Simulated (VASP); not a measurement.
Wanted: the native input for a VASP 6.6.1 run.

```
Task                   : single point
Functional             : PBE
Potentials or basis    : VASP PAW PBE potentials, release 64 (Rb_sv, Ir)
Cutoff                 : 520 eV
k mesh                 : 9 × 9 × 9
Occupations            : fermi-dirac, width 0.05 eV
Spin                   : collinear spin
Starting moments       : [-4.0, 0.5] μB
Hubbard terms          : Ir d U = 3.0 eV
Dipole correction      : no
Further INCAR settings : ALGO = Normal; EDIFF = 1e-07; NBANDS = 20
```

The structure of RbIr (CsCl type) lies in POSCAR:

```
RbIr
1.0
    3.8159164970      0.0000000000      0.0000000000
    0.0000000000      3.8159164970      0.0000000000
    0.0000000000      0.0000000000      3.8159164970
Rb Ir
1 1
Direct
    0.0000000000      0.0000000000      0.0000000000
    0.5000000000      0.5000000000      0.5000000000
```

One way to write it, as run:

INCAR

```
PREC     = Accurate       # precision mode
ENCUT    = 520            # plane-wave cutoff, eV
EDIFF    = 1E-7           # SCF threshold, eV
ISMEAR   = -1             # smearing method
SIGMA    = 0.05           # smearing width, eV
LREAL    = F              # projectors in reciprocal space
LASPH    = T              # aspherical terms in the spheres
NELM     = 150            # most SCF steps
ALGO     = Normal         # electronic algorithm
ISIF     = 2              # what is computed and relaxed
LWAVE    = F              # write WAVECAR
LCHARG   = F              # write CHGCAR
ISPIN    = 2              # spin polarisation
MAGMOM   = -4 0.5         # initial moments
LORBIT   = 11             # projections on sites
LMAXMIX  = 4              # l up to which the mixer works
LDAU     = T              # DFT+U
LDAUTYPE = 2            
LDAUL    = -1 2           # shell
LDAUU    = 0 3            # U, eV
LDAUJ    = 0 0          
LDAUPRINT= 1            
GGA      = PE             # functional
NBANDS   = 20             # bands
```

KPOINTS

```
Automatic mesh
0
Gamma
  9 9 9
```

Potentials or basis: VASP PAW PBE potentials, release 64 (Rb_sv, Ir).

Command:

```sh
$ cat potpaw_PBE.64/Rb_sv/POTCAR potpaw_PBE.64/Ir/POTCAR > POTCAR
$ mpirun -np 1 vasp_std > vasp.out
```

It gave:

```yaml
Pressure: 8.1 GPa
Band_gap_on_the_k_mesh: zero (filled and empty bands overlap)
Net_moment: 1.98 μB per cell
Site_moments: Rb +0.00; Ir +1.85 μB
Valence_electrons_inside_the_program's_atomic_spheres: Rb 7.36; Ir 8.08
```

Caveat: the cell stands under pressure; spin-orbit coupling is left out, which moves the levels of the heavy elements; the U is typed as a test and isn't derived for this compound.

It took 59 s on 1 thread of Oxide Virtual Turin-like Processor, on a shared host, peak memory 0.18 GiB.
